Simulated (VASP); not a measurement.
# B12HN12 (a cell with a defect) in VASP: single point with PBE+D3(BJ)

Aim: the single point of B12HN12 (a cell with a defect) with PBE+D3(BJ).

All numbers are computed with VASP 6.6.1; they aren't measurements. Logs are shortened: lines on timing, memory, paths and dates and some standing lists are left out, and cuts for length are marked.

## (1) The cell of the first run

The cell holds a defect, 25 atoms: a = 6.642 Å, b = 6.642 Å, c = 6.642 Å, α = 98.45°, β = 111.01°, γ = 119.63°.

## (2) Single point, PBE+D3(BJ)

The input, INCAR:

```
SYSTEM = B12HN12
PREC = Accurate
ENCUT = 520
EDIFF = 1E-6
ISMEAR = 0
SIGMA = 0.02
LREAL = Auto
LASPH = .TRUE.
NELM = 100
ALGO = Normal
ISIF = 2
LWAVE = .FALSE.
LCHARG = .FALSE.
GGA = PE
IVDW = 12
NELECT = 96.0
NBANDS = 66
```

The input, KPOINTS:

```
Automatic mesh
0
Gamma
  2 2 2
  0.5 0.5 0.5
```

The input, POSCAR:

```
B12HN12
1.0
   -3.7615274009     -3.3394822066     -4.3376638254
    3.7615274009     -3.3394822066      4.3376638254
   -3.7615274009      3.3394822066      4.3376638254
B N H
12 12 1
Direct
    0.1619098183      0.7452385292      0.9164899155
    1.0106990633      0.0033990900      0.0027859825
    0.3226343275      0.4920868132      0.8260333734
    0.8520222088      0.2712239434      0.0871064797
    0.6388575102      0.4704120007      0.1658016901
    0.1714233909      0.2545800770      0.4166618999
    0.4813110714      0.7350841138      0.2525349815
    0.3336834225     -0.0014240637      0.3354754263
    0.9996499683      0.5017919728      0.4982259355
    0.8293525366      0.7461464874      0.5824049469
    0.6944758974      0.0269442987      0.6648877793
    0.5039807213      0.2530523793      0.7501272396
    0.1644175999      0.0794896240      0.2509595148
    1.0079502607      0.3414778059      0.3334016918
    0.3253830195      0.8254513894      0.1668609074
    0.8193968046      0.5714952867      0.4140439459
    0.6712642789      0.8383188127      0.4995420759
    0.1689157422      0.5865418197      0.7484052710
    0.5139365862      0.0946471104      0.5854319039
    0.3368396136      0.3361786421      0.6662941594
    0.9964936443      0.8294545148      0.8326723173
    0.8978294551      0.1423614448      0.9223594591
    0.6620691119      0.3282777660      1.0003879556
    0.4355038028      0.5245299730      0.0778652785
    0.1666666822      0.3339546234      0.0006213366
```

Potentials or basis: VASP PAW PBE potentials, release 64 (B, N, H).

On the command line:

```
$ cat potpaw_PBE.64/B/POTCAR potpaw_PBE.64/N/POTCAR potpaw_PBE.64/H/POTCAR > POTCAR
$ mpirun -np 1 vasp_std > vasp.out
```

OUTCAR:

```text
SYSTEM = B12HN12
   PREC = Accurate
   ENCUT = 520
   EDIFF = 1E-6
   ISMEAR = 0
   LREAL = Auto
   LASPH = .TRUE.
   NELM = 100
   ISIF = 2
   GGA = PE
   IVDW = 12
   NELECT = 96.0
 IVDW          = 12

 ion  position               nearest neighbor table
   1  0.162  0.745  0.916-  21 1.45  18 1.45  15 1.45
   2  0.011  0.003  0.003-  21 1.43  13 1.43  22 1.50
   3  0.323  0.492  0.826-  20 1.43  18 1.43  24 1.50
   4  0.852  0.271  0.087-  14 1.43  23 1.44  22 1.50
   5  0.639  0.470  0.166-  16 1.44  23 1.44  24 1.51
   6  0.171  0.255  0.417-  20 1.45  13 1.45  14 1.45
[... 16 lines left out ...]
  23  0.662  0.328  0.000-   5 1.44   4 1.44  12 1.45
  24  0.436  0.525  0.078-   3 1.50   7 1.50   5 1.51
  25  0.167  0.334  0.001-

  LATTYP: Found a body centered orthorhombic cell.
 ALAT       =     6.6789644132
 B/A-ratio  =     1.1263804291
 C/A-ratio  =     1.2989031104

  Lattice vectors:

 A1 = (  -3.7615274009,   3.3394822066,  -4.3376638254)
 A2 = (   3.7615274009,  -3.3394822066,  -4.3376638254)
 A3 = (  -3.7615274009,  -3.3394822066,   4.3376638254)

Analysis of symmetry for initial positions (statically):
=====================================================================
 Subroutine PRICEL returns:
 Original cell was already a primitive cell.

 Routine SETGRP: Setting up the symmetry group for a
 body centered orthorhombic supercell.

 Subroutine GETGRP returns: Found  2 space group operations
 (whereof  1 operations were pure point group operations)
 out of a pool of  8 trial point group operations.

The static configuration has the point symmetry C_1 .
 The point group associated with its full space group is C_2 .

Analysis of symmetry for dynamics (positions and initial velocities):
=====================================================================
 Subroutine PRICEL returns:
 Original cell was already a primitive cell.

 Routine SETGRP: Setting up the symmetry group for a
 body centered orthorhombic supercell.

 Subroutine GETGRP returns: Found  2 space group operations
 (whereof  1 operations were pure point group operations)
 out of a pool of  8 trial point group operations.

The dynamic configuration has the point symmetry C_1 .
 The point group associated with its full space group is C_2 .

 Subroutine INISYM returns: Found  2 space group operations
 (whereof  1 operations are pure point group operations),
 and found     1 'primitive' translations
[... 123 lines left out ...]
   NSW    =      0    number of steps for IOM
   IBRION =     -1    ionic relax: 0-MD 1-quasi-New 2-CG
   NFREE  =      0    steps in history (QN), initial steepest desc. (CG)
   ISIF   =      2    stress and relaxation
   ISYM   =      2    0-nonsym 1-usesym 2-fastsym
   POTIM  = 0.5000    time-step for ionic-motion
   TEBEG  =    0.0;   TEEND  =   0.0 temperature during run
   PSTRESS=    0.0 pullay stress
   NELECT =      96.0000    total number of electrons
   NUPDOWN=      -1.0000    fix difference up-down
   EMIN   =  10.00;   EMAX   =-10.00  energy-range for DOS
   EFERMI =   0.00;   METHOD = LEGACY
   ISMEAR =     0;   SIGMA  =   0.02  broadening in eV -4-tet -1-fermi 0-gaus
   EFERMI_NEDOS =   21; number of points for ismear=-14 and -15
   IALGO  =     38    algorithm
   IMIX   =      4    mixing-type and parameters
     AMIX     =   0.40;   BMIX     =  1.00
     AMIX_MAG =   1.60;   BMIX_MAG =  1.00
  volume/ion in A,a.u.               =       8.72        58.83
  Fermi-wavevector in a.u.,A,eV,Ry     =   1.245601  2.353844 21.109725  1.551521
  Thomas-Fermi vector in A             =   2.379816
   LORBIT       =      0    0 simple, 1 ext, 2 COOP (PROOUT), +10 PAW based schemes
   GGA     = PE    functional components
   LHFCALC =     F    Hartree Fock is set to
   AEXX    =    0.0000 exact exchange contribution
   IVDW    =    12    specifies the selected vdW correction
   LEPSILON=     F    determine dielectric tensor
   LRPA    =     F    only Hartree local field effects (RPA)
 non-spin polarized calculation
 Gauss-broadening in eV      SIGMA  =   0.02
  energy-cutoff  :      520.00
  volume of cell :      217.95
 maximum number of plane-waves:      5886
 NGX is ok and might be reduce to    50
   NGX = 25   NGY = 25   NGZ = 25

 number of electron      96.0000000 magnetization

 Free energy of the ion-electron system (eV)
  ---------------------------------------------------
  ext. energy  EPLUGINS =         0.00000000
  ---------------------------------------------------
  free energy    TOTEN  =      -216.70122800 eV

  energy without entropy =     -216.70122800  energy(sigma->0) =     -216.70122800

 E-fermi :   2.3845     XC(G=0): -10.0347

 val. band max:        2.2910987216   @ k =   0.2500  -0.2500   0.2500
 cond. band min:       6.1917217663   @ k =   0.2500  -0.2500   0.2500
 fundamental gap:      3.9006230447
 Fermi energy:         2.3845213211

 k-point     1 :       0.2500    0.2500    0.2500
  band No.  band energies     occupation
      1     -15.0660      2.00000
      2     -14.6616      2.00000
      3     -14.5643      2.00000
      4     -14.5386      2.00000
      5     -13.0843      2.00000
      6     -12.7800      2.00000
[... 241 lines left out ...]
     59      10.4513      0.00000
     60      10.5404      0.00000
 [bands above 60 left out]

------------------------ aborting loop because EDIFF is reached ----------------------------------------

 Edisp (eV)   -3.49620

 E8    (eV) :    -1.0176

  FORCE on cell =-STRESS in cart. coord.  units (eV):
  Direction    XX          YY          ZZ          XY          YZ          ZX
  --------------------------------------------------------------------------------------
  -------------------------------------------------------------------------------------
  Total      -9.29233    -9.78930    -8.02736    -3.25856     0.00000     0.00000
  in kB     -68.30866   -71.96199   -59.00982   -23.95395     0.00000     0.00000
  external pressure =      -66.43 kB  Pullay stress =        0.00 kB

 VOLUME and BASIS-vectors are now :
 -----------------------------------------------------------------------------
  energy-cutoff  :      520.00
  volume of cell :      217.95
      direct lattice vectors                 reciprocal lattice vectors
    -3.761527401 -3.339482207 -4.337663825    -0.132924726 -0.149723810  0.000000000
     3.761527401 -3.339482207  4.337663825     0.000000000 -0.149723810  0.115269422
    -3.761527401  3.339482207  4.337663825    -0.132924726  0.000000000  0.115269422

 POSITION                                       TOTAL-FORCE (eV/Angst)
 -----------------------------------------------------------------------------------
     -1.25320      0.03120      6.50571         0.003354     -0.000396     -0.002083
     -0.03794     -0.03778     -0.01958        -0.004387      0.000107     -0.005407
     -2.46975      0.03778      4.31808         0.004387     -0.000107     -0.005407
     -2.51234     -3.46017     -2.14147         0.001632     -0.007969      0.006756
     -1.25728     -3.15069     -0.01147        -0.001835      0.011097      0.003856
     -1.25449     -0.03120      2.16804        -0.003354      0.000396     -0.002083
[... 17 lines left out ...]
      0.04198     -2.94599      0.72392        -0.005446     -0.001065      0.003017
      0.62692     -1.66974      0.72833        -0.000000     -0.000000     -0.007971
 -----------------------------------------------------------------------------------
    total drift:                               -0.001206      0.000352     -0.004566

  FREE ENERGIE OF THE ION-ELECTRON SYSTEM (eV)
  ---------------------------------------------------
  free  energy   TOTEN  =      -220.1974326431 eV

  energy  without entropy=     -220.1974326431  energy(sigma->0) =     -220.19743264
```

OSZICAR:

```text
N       E                     dE             d eps       ncg     rms          rms(c)
DAV:   1     0.457644252524E+03    0.45764E+03   -0.49300E+04   528   0.136E+03
DAV:   2    -0.194711065141E+03   -0.65236E+03   -0.61425E+03   656   0.314E+02
DAV:   3    -0.235631954550E+03   -0.40921E+02   -0.40566E+02   648   0.812E+01
DAV:   4    -0.236367566019E+03   -0.73561E+00   -0.73400E+00   640   0.115E+01
DAV:   5    -0.236384120737E+03   -0.16555E-01   -0.16545E-01   640   0.166E+00    0.271E+01
DAV:   6    -0.218720298544E+03    0.17664E+02   -0.49922E+01   608   0.253E+01    0.123E+01
DAV:   7    -0.217140233577E+03    0.15801E+01   -0.30709E+00   624   0.690E+00    0.760E+00
DAV:   8    -0.216700571512E+03    0.43966E+00   -0.13587E+00   608   0.415E+00    0.826E-01
DAV:   9    -0.216696007392E+03    0.45641E-02   -0.59720E-02   608   0.107E+00    0.419E-01
DAV:  10    -0.216700432357E+03   -0.44250E-02   -0.98461E-03   624   0.392E-01    0.145E-01
DAV:  11    -0.216700974452E+03   -0.54209E-03   -0.10978E-03   624   0.166E-01    0.587E-02
DAV:  12    -0.216701180684E+03   -0.20623E-03   -0.29951E-04   616   0.785E-02    0.286E-02
DAV:  13    -0.216701223600E+03   -0.42916E-04   -0.46941E-05   600   0.314E-02    0.104E-02
DAV:  14    -0.216701227479E+03   -0.38783E-05   -0.64906E-06   624   0.116E-02    0.304E-03
DAV:  15    -0.216701227995E+03   -0.51663E-06   -0.81859E-07   424   0.369E-03
   1 F= -.22019743E+03 E0= -.22019743E+03  d E =-.948967E-12
```

Run time: 2.7 min. Hardware: 1 thread of AMD EPYC 7R43 (Zen 3), shared host; peak memory 0.31 GiB.

Results:

```yaml
Free_energy: -220.1974 eV
Largest_force: 0.012 eV/Å
Dispersion_energy_per_atom: -0.140 eV
```

Forces on the atoms (eV/Å):
```
B    0.003  0.000 -0.002
B   -0.004  0.000 -0.005
B    0.004  0.000 -0.005
B    0.002 -0.008  0.007
B   -0.002  0.011  0.004
B   -0.003  0.000 -0.002
B   -0.002  0.008  0.007
B   -0.002 -0.003  0.000
B    0.002  0.003  0.000
B    0.002  0.002  0.002
B    0.002 -0.011  0.004
B   -0.002 -0.002  0.002
N    0.003  0.000  0.003
N    0.001  0.002  0.001
N   -0.001 -0.002  0.001
N    0.000 -0.003 -0.005
N    0.000 -0.001 -0.003
N   -0.003  0.000  0.003
N    0.000  0.003 -0.005
N    0.001 -0.002  0.000
N   -0.001  0.002  0.000
N    0.005  0.001  0.003
N    0.000  0.001 -0.003
N   -0.005 -0.001  0.003
H    0.000  0.000 -0.008
```

Levels at points of the mesh, in eV from the Fermi level:
| k point | band 45 | band 46 | band 47 | band 48 | band 49 | band 50 | band 51 | band 52 |
| --- | --- | --- | --- | --- | --- | --- | --- | --- |
| (0.25, 0.25, 0.25) | -1.22 | -1.22 | -0.98 | -0.96 | 4.39 | 4.71 | 5.12 | 5.21 |

Caveat: the k points lie up to 0.59 Å⁻¹ apart; the cell carries a net charge on a neutralising background, which shifts energy and pressure; the cell is charged against a uniform background, so pressure and absolute levels hang on convention.
